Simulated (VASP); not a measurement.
GdO:

```
CELL_PARAMETERS angstrom
0.00000 2.70000 2.70000
2.70000 0.00000 2.70000
2.70000 2.70000 0.00000
ATOMIC_POSITIONS crystal
Gd 0.00000 0.00000 0.00000
O 0.75000 0.75000 0.75000
```

Base run:

| Property | Result |
| --- | --- |
| Program | VASP 6.6.1 |
| Functional | PBE |
| Potentials or basis | VASP PAW PBE potentials, release 64 (Gd, O) |
| Cutoff | 520 eV |
| k mesh | 9 × 9 × 9 |
| Occupations | fermi-dirac, width 0.05 eV |
| Spin | collinear spin, ferromagnetic start |
| Starting moments | [7.0, 0.0] μB |

Its results: pressure -0.6 GPa; net moment 7.57 μB per cell; site moments Gd +6.87; O -0.02 μB.

Q: The run is repeated on the same cell with these changes: functional from PBE to PBEsol. What comes out?

A: Pressure -4.4 GPa; net moment 7.52 μB per cell; site moments Gd +6.87; O -0.03 μB.

PBEsol binds more tightly than PBE, so the same cell stands under less pressure.

Caveats: a cell with one magnetic atom can't hold antiferromagnetic order, which such compounds often take; the PAW data sets were made with another functional, which shifts forces and pressure a little (some runs).
